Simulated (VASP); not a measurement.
Here is a VASP 6.6.1 calculation.

Contents of INCAR:

```
PREC = Accurate ; ENCUT = 520
EDIFF = 1E-7 ; ISMEAR = 0
SIGMA = 0.1 ; LREAL = False
LASPH = True ; NELM = 80
ALGO = Normal ; ISIF = 2
LWAVE = False ; LCHARG = False
LDIPOL = True ; IDIPOL = 3
DIPOL = 0.5 0.5 0.501 ; GGA = PS
IBRION = 2 ; NSW = 90
EDIFFG = -0.03
```

The input KPOINTS:

```
regular mesh
0
Gamma
  9 7 1
```

Contents of POSCAR:

```
Sb4H
1.0
    3.0617437794      0.0000000000      0.0000000000
    0.0000000000      4.3299595773      0.0000000000
    0.0000000000      0.0000000000     25.4949393660
Sb H
4 1
Selective dynamics
Direct
    0.0000000000      0.5000000000      0.3333994986  F F F
    0.0000000000      0.0000000000      0.4183175192  F F F
    0.0000000000      0.5000000000      0.5127236439  T T T
    0.0000000000      0.0000000000      0.5876401211  T T T
    0.0000000000      0.0000000000      0.6543200208  T T T
```

Potentials or basis: VASP PAW PBE potentials, release 64 (Sb, H).

The run is started by

```bash
$ cat potpaw_PBE.64/Sb/POTCAR potpaw_PBE.64/H/POTCAR > POTCAR
$ mpirun -np 1 vasp_std > vasp.out
```

(1) Predict the band gap on the k mesh.

(2) Estimate the energy gained by relaxing.

## Answers

(1) zero (an odd number of electrons rules out a gap without spin polarisation).

(2) 16.9 meV/atom.

Caveat: spin-orbit coupling is left out, which moves the levels of the heavy elements; an odd number of electrons without spin polarisation forces a metal; a magnetic or distorted state may lie lower.
